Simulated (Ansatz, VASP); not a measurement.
BN in VASP and in Ansatz

Contents of POSCAR:

```
BN
1.0
    0.0000000000      1.6604286547      1.7326212049
    1.6604286547      0.0000000000      1.7326212049
    1.6604286547      1.6604286547      0.0000000000
B N
1 1
Direct
    0.0000000000      0.0000000000      0.0000000000
    0.7500000000      0.7500000000      0.7500000000
```

The input INCAR.step1:

```
ALGO = Normal
EDIFF = 1E-4
ENCUT = 520
GGA = PE
ISMEAR = 0
LASPH = True
LCHARG = False
LREAL = False
LWAVE = True
NBANDS = 11
NELM = 60
PREC = Accurate
SIGMA = 0.05
```

The input INCAR.step2:

```
ALGO = Normal
EDIFF = 1E-7
ENCUT = 520
ISIF = 2
ISMEAR = 0
ISTART = 1
LASPH = True
LCHARG = True
LELF = True
LMIXTAU = True
LREAL = False
LVHAR = True
LWAVE = False
METAGGA = R2SCAN
NBANDS = 11
NELM = 60
PREC = Accurate
SIGMA = 0.05
```

Contents of KPOINTS:

```
k-points
0
Gamma
  12 12 12
```

Input for Ansatz:

```yaml
crystal:
  lattice:
    - [0.0, 1.6604286547, 1.7326212049]
    - [1.6604286547, 0.0, 1.7326212049]
    - [1.6604286547, 1.6604286547, 0.0]
  atoms:
    - { symbol: B, position: [0.0, 0.0, 0.0] }
    - { symbol: "N", position: [0.75, 0.75, 0.75] }
basis:
  ecutwfc: 500
kpoints:
  mp_grid: { grid: [12, 12, 12] }
hamiltonian:
  xc: r2scan
scf:
  occupations: { method: gaussian, width: 0.05 }
output:
  forces: true
  stress: true
  eigenvalues: true
```

Change from the starting cell: strain -0.080 along x and y, -0.040 along z, atoms carried along.

Alike in both runs: task single point; functional r2SCAN; k mesh 12 × 12 × 12; occupations gaussian, width 0.05 eV; no spin polarisation.

```csv
,VASP,Ansatz
version,VASP 6.6.1,Ansatz 0.2.0
potentials or method,"VASP PAW PBE potentials, release 64 (B, N), cutoff 520 eV","scalar-relativistic, plane waves, PAW"
valence electrons in the cell,8,8
```

VASP gave:

```
gap on the k mesh at the Fermi level (eV)                     : 4.73
least direct gap on the mesh (eV)                             : 10.30
pressure (GPa)                                                : 120.1
traceless stress, the component that is largest in VASP (GPa) : -23.66
```

Task: Estimate Ansatz's values.

Result: gap on the k mesh at the Fermi level (eV): 4.77; least direct gap on the mesh (eV): 10.36; pressure (GPa): 118.1; traceless stress, the component that is largest in VASP (GPa): -23.72.

VASP's potentials were made for PBE, not for r2SCAN. Both programs put the cell under a high pressure, so it lies far from rest at this level.

Noted on VASP's run: the cell as given lies far from equilibrium.
